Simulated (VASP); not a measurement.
Write the native input for VASP 6.6.1 that does the following.

* Task: single point
* Functional: PBE
* Potentials or basis: VASP PAW PBE potentials, release 64 (Co, Si)
* Cutoff: 520 eV
* k mesh: 12 × 12 × 12
* Occupations: gaussian, width 0.15 eV
* Spin: no spin polarisation
* Dipole correction: no
* Further INCAR settings: ALGO = Normal; EDIFF = 1e-06; NBANDS = 16

The structure of CoSi2 lies in POSCAR:

```
CoSi2
1.0
    0.0000000000      2.6489523179      2.7426244821
    2.6489523179      0.0000000000      2.7426244821
    2.6489523179      2.6489523179      0.0000000000
Co Si
1 2
Direct
    0.0000000000      0.0000000000      0.0000000000
    0.2194049986      0.2194049986      0.2805950014
    0.7805950014      0.7805950014      0.7194049986
```

This cell differs from its parent crystal: mode 6 frozen in at -0.164 Å, strain +e along z and -e/2 along x and y +0.0233.

These files were run (other wordings do the same):

INCAR

```
ALGO = Normal
EDIFF = 1E-6
ENCUT = 520
GGA = PE
ISIF = 2
ISMEAR = 0
LASPH = T
LCHARG = F
LREAL = F
LWAVE = F
NBANDS = 16
NELM = 100
PREC = Accurate
SIGMA = 0.15
```

KPOINTS

```
k-points
0
Gamma
  12 12 12
```

Potentials or basis: VASP PAW PBE potentials, release 64 (Co, Si).

The run is started by

```bash
$ cat potpaw_PBE.64/Co/POTCAR potpaw_PBE.64/Si/POTCAR > POTCAR
$ mpirun -np 1 vasp_std > vasp.out
```

Results of the run:

* Pressure: 4.0 GPa
* Largest force: 1.953 eV/Å

Caveat: the cell differs from its parent crystal (mode 6 frozen in at -0.164 Å, strain +e along z and -e/2 along x and y +0.0233); forces of over 1 eV/Å act on the atoms, so gaps and moduli don't describe the material at rest.

Run time: 64 s on 1 thread of Intel(R) Xeon(R) 6975P-C (Granite Rapids) (shared host), peak memory 0.28 GiB.
